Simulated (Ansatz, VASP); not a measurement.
Two plane-wave programs on AlNi3

```
CELL_PARAMETERS angstrom
3.52617 0.00000 0.00000
0.00000 3.52617 0.00000
0.00000 0.00000 3.52617
ATOMIC_POSITIONS crystal
Al 0.00000 0.00000 0.00000
Ni 0.00000 0.50000 0.50000
Ni 0.50000 0.00000 0.50000
Ni 0.50000 0.50000 0.00000
```

Alike in both runs: task single point; functional r2SCAN; k mesh 12 × 12 × 12; occupations gaussian, width 0.05 eV; collinear spin.

|  | VASP | Ansatz |
| --- | --- | --- |
| version | VASP 6.6.1 | Ansatz 0.2.0 |
| potentials or method | VASP PAW PBE potentials, release 64 (Al, Ni), cutoff 520 eV | scalar-relativistic, plane waves, PAW |
| valence electrons in the cell | 33 | 57 |

```tsv
	VASP	Ansatz	Ansatz less VASP
gap on the k mesh at the Fermi level (eV)	none	none	-
pressure (GPa)	0.1	0.0	-0.09
net moment per atom (μB)	0.22	0.23	+0.005
size of the moment on the site where the two differ most (μB)	0.33	0.36	+0.033
```

VASP's potentials were made for PBE, not for r2SCAN. Site moments also hang on the region over which each program counts them. A gap of «none» marks a metal or a gap that the smearing closes. VASP's potentials hold 33 valence electrons a cell and Ansatz's 57, so a difference there can come from the potentials and not from the codes. Ansatz's warnings: stability check not made.
